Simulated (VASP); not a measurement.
SiC (Moissanite): single point with r2SCAN+D3(BJ)

Crystal: SiC (Moissanite).

```
Si C
1.0
     3.05536    0.00000    0.00000
    -1.52768    2.64602    0.00000
     0.00000    0.00000    5.01412
Si C
2 2
Direct
  0.66667 0.33333 0.50000
  0.33333 0.66667 0.00000
  0.66667 0.33333 0.88500
  0.33333 0.66667 0.38500
```

| Property | Result |
| --- | --- |
| Program | VASP 6.6.1 |
| Task | single point |
| Functional | r2SCAN |
| Dispersion | D3(BJ) |
| Potentials or basis | VASP PAW PBE potentials, release 64 (Si, C) |
| Cutoff | 520 eV |
| k mesh | 10 × 10 × 5 |
| Occupations | fermi-dirac, width 0.05 eV |
| Spin | no spin polarisation |

```json
{
  "Pressure": "2.5 GPa",
  "Largest force": "0.803 eV/Å",
  "Band gap on the k mesh": "2.83 eV, indirect (least direct gap 4.64 eV)",
  "Dispersion energy per atom": "-0.144 eV"
}
```

Forces on the atoms (eV/Å):
```
Si   0.000  0.000  0.803
Si   0.000  0.000  0.803
C    0.000  0.000 -0.803
C    0.000  0.000 -0.803
```

Stress tensor (GPa, compression positive):
```
 4.13  0.00  0.00
 0.00  4.13  0.00
 0.00  0.00 -0.82
```

Levels at points of the mesh, in eV from the valence-band top:
| k point | band 4 | band 5 | band 6 | band 7 | band 8 | band 9 | band 10 | band 11 | band 12 | band 13 |
| --- | --- | --- | --- | --- | --- | --- | --- | --- | --- | --- |
| (0.00, 0.00, 0.00) | -1.66 | -1.66 | -0.30 | -0.30 | 0.00 | 5.37 | 6.79 | 7.14 | 7.14 | 8.32 |
| (0.50, 0.00, 0.00) | -6.87 | -5.70 | -3.76 | -3.40 | -1.57 | 3.07 | 4.66 | 7.48 | 7.79 | 10.60 |

Wall time 56 s on 1 thread of Intel(R) Xeon(R) 6975P-C (Granite Rapids), with other jobs on the host, peak memory 0.18 GiB.

Caveat: the PAW data sets were made with another functional, which shifts forces and pressure a little. r2SCAN opens gaps a little over a GGA but as a rule still falls short of measured ones.
